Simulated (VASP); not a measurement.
# Fe (P6_3/mmc) in VASP: relaxation of cell and atoms with PBE

Aim: the relaxation of cell and atoms of Fe with PBE.

Everything below comes from runs of VASP 6.6.1. Logs are shortened: lines on timing, memory, paths and dates and some standing lists are left out, and cuts for length are marked.

**1. The cell of the first run**

Symmetry: P6_3/mmc, No. 194, hexagonal system. The conventional cell has a = 2.470 Å, b = 2.470 Å, c = 3.900 Å, α = 90.00°, β = 90.00°, γ = 120.00°. Within 3.2 Å of Fe (site symmetry -6m2) lie 12 Fe at 2.42 to 2.47 Å.

**2. Relaxation of cell and atoms, PBE**

The input, INCAR:

```
PREC = Accurate
ENCUT = 600
EDIFF = 1E-7
ISMEAR = -1
SIGMA = 0.1
LREAL = F
LASPH = T
NELM = 120
ALGO = Normal
ISIF = 3
LWAVE = F
LCHARG = F
GGA = PE
IBRION = 2
NSW = 80
EDIFFG = -0.01
GGA_COMPAT = F
NELMIN = 4
```

The input, KPOINTS:

```
regular mesh
0
Gamma
  6 6 4
```

The input, POSCAR:

```
Fe
1.0
    1.2350000000     -2.1390827473      0.0000000000
    1.2350000000      2.1390827473      0.0000000000
    0.0000000000      0.0000000000      3.9000000000
Fe
2
Direct
    0.3333333333      0.6666666667      0.2500000000
    0.6666666667      0.3333333333      0.7500000000
```

Potentials or basis: VASP PAW PBE potentials, release 64 (Fe).

Command:

```bash
$ cat potpaw_PBE.64/Fe/POTCAR > POTCAR
$ mpirun -np 1 vasp_std > vasp.out
```

OUTCAR:

```text
PREC = Accurate
   ENCUT = 600
   EDIFF = 1E-7
   ISMEAR = -1
   LREAL = F
   LASPH = T
   NELM = 120
   ISIF = 3
   GGA = PE
   IBRION = 2
   NSW = 80
   EDIFFG = -0.01
   NELMIN = 4

 ion  position               nearest neighbor table
   1  0.333  0.667  0.250-   2 2.42   2 2.42   2 2.42   2 2.42   2 2.42   2 2.42
   2  0.667  0.333  0.750-   1 2.42   1 2.42   1 2.42   1 2.42   1 2.42   1 2.42

  LATTYP: Found a hexagonal cell.
 ALAT       =     2.4700000000
 C/A-ratio  =     1.5789473684

  Lattice vectors:

 A1 = (   1.2350000000,  -2.1390827473,   0.0000000000)
 A2 = (   1.2350000000,   2.1390827473,   0.0000000000)
 A3 = (   0.0000000000,   0.0000000000,   3.9000000000)

Analysis of symmetry for initial positions (statically):
=====================================================================
 Subroutine PRICEL returns:
 Original cell was already a primitive cell.

 Routine SETGRP: Setting up the symmetry group for a
 hexagonal supercell.

 Subroutine GETGRP returns: Found 24 space group operations
 (whereof 12 operations were pure point group operations)
 out of a pool of 24 trial point group operations.

The static configuration has the point symmetry D_3d.
 The point group associated with its full space group is D_6h.

Analysis of symmetry for dynamics (positions and initial velocities):
=====================================================================
 Subroutine PRICEL returns:
 Original cell was already a primitive cell.

 Routine SETGRP: Setting up the symmetry group for a
 hexagonal supercell.

 Subroutine GETGRP returns: Found 24 space group operations
 (whereof 12 operations were pure point group operations)
 out of a pool of 24 trial point group operations.

The dynamic configuration has the point symmetry D_3d.
 The point group associated with its full space group is D_6h.

 Subroutine INISYM returns: Found 24 space group operations
 (whereof 12 operations are pure point group operations),
 and found     1 'primitive' translations

----------------------------------------------------------------------------------------

                                     Primitive cell

  volume of cell :      20.6058

  direct lattice vectors                    reciprocal lattice vectors
     1.235000000 -2.139082747  0.000000000     0.404858300 -0.233745048  0.000000000
     1.235000000  2.139082747  0.000000000     0.404858300  0.233745048  0.000000000
     0.000000000  0.000000000  3.900000000     0.000000000  0.000000000  0.256410256

  length of vectors
     2.470000000  2.470000000  3.900000000     0.467490097  0.467490097  0.256410256

  position of ions in fractional coordinates (direct lattice)
     0.333333333  0.666666667  0.250000000
     0.666666667  0.333333333  0.750000000

  ion indices of the primitive-cell ions
   primitive index   ion index
                 1           1
                 2           2

----------------------------------------------------------------------------------------

 KPOINTS: regular mesh

Automatic generation of k-mesh.
 Grid dimensions read from file:
 generate k-points for:    6    6    4

 Generating k-lattice:

  Cartesian coordinates                     Fractional coordinates (reciprocal lattice)
     0.067476383 -0.038957508  0.000000000     0.166666667 -0.000000000  0.000000000
     0.067476383  0.038957508  0.000000000    -0.000000000  0.166666667  0.000000000
     0.000000000  0.000000000  0.064102564     0.000000000  0.000000000  0.250000000

  Length of vectors
     0.077915016  0.077915016  0.064102564

  Shift w.r.t. Gamma in fractional coordinates (k-lattice)
     0.000000000  0.000000000  0.000000000

 Subroutine IBZKPT returns following result:
 ===========================================

 Found     21 irreducible k-points:

 Following reciprocal coordinates:
            Coordinates               Weight
  0.000000  0.000000  0.000000      1.000000
  0.166667 -0.000000  0.000000      6.000000
  0.333333  0.000000  0.000000      6.000000
  0.500000 -0.000000  0.000000      3.000000
  0.166667  0.166667  0.000000      6.000000
  0.333333  0.166667  0.000000     12.000000
[... 13 lines left out ...]
  0.333333  0.166667  0.500000     12.000000
  0.333333  0.333333  0.500000      2.000000
   k-points           NKPTS =     21   k-points in BZ     NKDIM =     21   number of bands    NBANDS=     12
   number of dos      NEDOS =    301   number of ions     NIONS =      2
   total plane-waves  NPLWV =  12800
   dimension x,y,z NGX =    20 NGY =   20 NGZ =   32
   dimension x,y,z NGXF=    40 NGYF=   40 NGZF=   64
   ions per type =               2
   NGX,Y,Z   is equivalent  to a cutoff of  13.46, 13.46, 13.64 a.u.
   NGXF,Y,Z  is equivalent  to a cutoff of  26.92, 26.92, 27.28 a.u.
 SYSTEM =  unknown system
   PREC   = accura    normal or accurate (medium, high low for compatibility)
   ISTART =      0    job   : 0-new  1-cont  2-samecut
   ICHARG =      2    charge: 1-file 2-atom 10-const
   ISPIN  =      1    spin polarized calculation?
   LNONCOLLINEAR =      F non collinear calculations
   LSORBIT =      F    spin-orbit coupling
   LASPH  =      T    aspherical Exc in radial PAW
   ENCUT  =  600.0 eV  44.10 Ry    6.64 a.u.   4.93  4.93  7.79*2*pi/ulx,y,z
   NELM   =    120;   NELMIN=  4; NELMDL= -5     # of ELM steps
   EDIFF  = 0.1E-06   stopping-criterion for ELM
   LREAL  =      F    real-space projection
   EDIFFG = -.1E-01   stopping-criterion for IOM
   NSW    =     80    number of steps for IOM
   IBRION =      2    ionic relax: 0-MD 1-quasi-New 2-CG
   NFREE  =      1    steps in history (QN), initial steepest desc. (CG)
   ISIF   =      3    stress and relaxation
   ISYM   =      2    0-nonsym 1-usesym 2-fastsym
   POTIM  = 0.5000    time-step for ionic-motion
   TEBEG  =    0.0;   TEEND  =   0.0 temperature during run
   PSTRESS=    0.0 pullay stress
   NELECT =      16.0000    total number of electrons
   NUPDOWN=      -1.0000    fix difference up-down
   EMIN   =  10.00;   EMAX   =-10.00  energy-range for DOS
   EFERMI =   0.00;   METHOD = LEGACY
   ISMEAR =    -1;   SIGMA  =   0.10  broadening in eV -4-tet -1-fermi 0-gaus
   EFERMI_NEDOS =   21; number of points for ismear=-14 and -15
   IALGO  =     38    algorithm
   IMIX   =      4    mixing-type and parameters
     AMIX     =   0.40;   BMIX     =  1.00
     AMIX_MAG =   1.60;   BMIX_MAG =  1.00
  volume/ion in A,a.u.               =      10.30        69.53
  Fermi-wavevector in a.u.,A,eV,Ry     =   1.504706  2.843483 30.805514  2.264141
  Thomas-Fermi vector in A             =   2.615651
   LORBIT       =      0    0 simple, 1 ext, 2 COOP (PROOUT), +10 PAW based schemes
   GGA     = PE    functional components
   LHFCALC =     F    Hartree Fock is set to
   AEXX    =    0.0000 exact exchange contribution
   IVDW    =     0    specifies the selected vdW correction
   LEPSILON=     F    determine dielectric tensor
   LRPA    =     F    only Hartree local field effects (RPA)
 conjugate gradient relaxation of ions
 non-spin polarized calculation
  energy-cutoff  :      600.00
  volume of cell :       20.61
 maximum number of plane-waves:       702
 NGX is ok and might be reduce to    20
   NGX =  9   NGY =  9   NGZ = 15

--------------------------------------- Ionic step        1  -------------------------------------------

 number of electron      15.9999998 magnetization

 Free energy of the ion-electron system (eV)
  ---------------------------------------------------
  ext. energy  EPLUGINS =         0.00000000
  ---------------------------------------------------
  free energy    TOTEN  =       -16.32265114 eV

  energy without entropy =      -16.20957370  energy(sigma->0) =      -16.26611242

------------------------ aborting loop because EDIFF is reached ----------------------------------------

  FORCE on cell =-STRESS in cart. coord.  units (eV):
  Direction    XX          YY          ZZ          XY          YZ          ZX
  --------------------------------------------------------------------------------------
  -------------------------------------------------------------------------------------
  Total       -0.2286106     -0.2286106     -0.4876209      0.0000000      0.0000000      0.0000000
  in kB      -17.7753387    -17.7753387    -37.9143645      0.0000000      0.0000000      0.0000000
  external PRESSURE =     -24.4883473 kB  Pullay stress =       0.0000000 kB

 VOLUME and BASIS-vectors are now :
 -----------------------------------------------------------------------------
  energy-cutoff  :      600.00
  volume of cell :       20.61
      direct lattice vectors                 reciprocal lattice vectors
     1.235000000 -2.139082747  0.000000000     0.404858300 -0.233745048  0.000000000
     1.235000000  2.139082747  0.000000000     0.404858300  0.233745048  0.000000000
     0.000000000  0.000000000  3.900000000     0.000000000  0.000000000  0.256410256

 POSITION                                       TOTAL-FORCE (eV/Angst)
 -----------------------------------------------------------------------------------
      1.23500      0.71303      0.97500         0.000000      0.000000      0.000000
      1.23500     -0.71303      2.92500        -0.000000     -0.000000      0.000000
 -----------------------------------------------------------------------------------
    total drift:                               -0.000000      0.000000     -0.000000

  FREE ENERGIE OF THE ION-ELECTRON SYSTEM (eV)
  ---------------------------------------------------
  free  energy   TOTEN  =       -16.3226511411 eV
[... 53 lines left out ...]
 VOLUME and BASIS-vectors are now :
 -----------------------------------------------------------------------------
  energy-cutoff  :      600.00
  volume of cell :       20.41
      direct lattice vectors                 reciprocal lattice vectors
     1.232204450 -2.134240713  0.000000000     0.405776817 -0.234275355  0.000000000
     1.232204450  2.134240713 -0.000000000     0.405776817  0.234275355  0.000000000
    -0.000000000  0.000000000  3.881169979     0.000000000  0.000000000  0.257654265

 POSITION                                       TOTAL-FORCE (eV/Angst)
 -----------------------------------------------------------------------------------
      1.23220      0.71141      0.97029         0.000000      0.000000      0.000000
      1.23220     -0.71141      2.91088        -0.000000     -0.000000      0.000000
 -----------------------------------------------------------------------------------
    total drift:                               -0.000000      0.000000     -0.000000

  FREE ENERGIE OF THE ION-ELECTRON SYSTEM (eV)
  ---------------------------------------------------
  free  energy   TOTEN  =       -16.3243725176 eV

  energy  without entropy=      -16.2130505614  energy(sigma->0) =      -16.26871154

--------------------------------------- Ionic step        4  -------------------------------------------

 number of electron      15.9999995 magnetization

 Free energy of the ion-electron system (eV)
  ---------------------------------------------------
  ext. energy  EPLUGINS =         0.00000000
  ---------------------------------------------------
  free energy    TOTEN  =       -16.32445331 eV

  energy without entropy =      -16.21372975  energy(sigma->0) =      -16.26909153

 E-fermi :   6.9932     XC(G=0): -13.7755

 val. band max:        6.9230193104   @ k =   0.3333   0.0000   0.2500
 cond. band min:       6.9960807835   @ k =   0.5000  -0.0000   0.5000
 fundamental gap:      0.0730614731
 Fermi energy:         6.9932497502

 k-point     1 :       0.0000    0.0000    0.0000
  band No.  band energies     occupation
      1      -2.0202      2.00000
      2       1.9750      2.00000
      3       5.2502      2.00000
      4       5.2502      2.00000
      5       5.4205      2.00000
      6       5.7247      1.99999
      7       5.7247      1.99999
      8       6.0256      1.99987
      9       6.0256      1.99987
     10       7.5055      0.01185
     11       7.6067      0.00432
     12       7.6067      0.00432

 k-point     2 :       0.1667   -0.0000    0.0000
  band No.  band energies     occupation
      1      -1.0288      2.00000
      2       2.5428      2.00000
      3       4.5512      2.00000
      4       4.8696      2.00000
      5       5.4626      2.00000
      6       5.6888      2.00000
      7       5.7991      1.99999
      8       5.9872      1.99991
      9       6.0293      1.99987
     10       6.1988      1.99929
     11       7.7575      0.00096
     12      10.8986      0.00000
[... 296 lines left out ...]
 VOLUME and BASIS-vectors are now :
 -----------------------------------------------------------------------------
  energy-cutoff  :      600.00
  volume of cell :       20.43
      direct lattice vectors                 reciprocal lattice vectors
     1.233580634 -2.136624333 -0.000000000     0.405324132 -0.234013997 -0.000000000
     1.233580634  2.136624333 -0.000000000     0.405324132  0.234013997  0.000000000
    -0.000000000 -0.000000000  3.875392980     0.000000000 -0.000000000  0.258038347

 POSITION                                       TOTAL-FORCE (eV/Angst)
 -----------------------------------------------------------------------------------
      1.23358      0.71221      0.96885        -0.000000      0.000000      0.000000
      1.23358     -0.71221      2.90654         0.000000     -0.000000     -0.000000
 -----------------------------------------------------------------------------------
    total drift:                               -0.000000      0.000000     -0.000000

  FREE ENERGIE OF THE ION-ELECTRON SYSTEM (eV)
  ---------------------------------------------------
  free  energy   TOTEN  =       -16.3244533120 eV

  energy  without entropy=      -16.2137297504  energy(sigma->0) =      -16.26909153

 reached required accuracy - stopping structural energy minimisation
```

It took 10 s on 1 thread of Intel Xeon 6975P-C (Granite Rapids), shared host; peak memory 0.13 GiB.

What came out:

```
Free energy                            : -16.3245 eV
Relaxed volume                         : 10.21 Å³/atom
Relaxed cell                           : a = 2.467 Å, b = 2.467 Å, c = 3.875 Å, α = 90.00°, β = 90.00°, γ = 120.00°
Space group after relaxing (to 0.05 Å) : P6_3/mmc (No. 194)
Energy gained by relaxing              : 0.9 meV/atom
Ionic steps                            : 4
Pressure after relaxing                : 0.0 GPa
Band gap on the k mesh                 : zero (band 8 reaches 7.69 eV, above the bottom of band 9 at 6.03 eV)
```

Stress tensor (GPa, compression positive):
```
-0.09  0.00  0.00
 0.00 -0.09  0.00
 0.00  0.00  0.12
```

The path:
```tsv
step	energy change (eV)	largest force (eV/Å)	pressure (GPa)	volume (Å³)
1	0.0000	0.0000	-2.45	20.61
2	0.0019	0.0000	4.18	20.14
3	-0.0017	0.0000	0.18	20.41
4	-0.0018	0.0000	-0.02	20.43
```

Final structure:
```
Fe
1.0
     1.23358   -2.13662    0.00000
     1.23358    2.13662    0.00000
     0.00000    0.00000    3.87539
Fe
2
Cartesian
  1.2336 0.7122 0.9688
  1.2336 -0.7122 2.9065
```

Caveat: the k points lie up to 0.49 Å⁻¹ apart in the final cell; the run has no spin polarisation, though such a crystal can be magnetic.
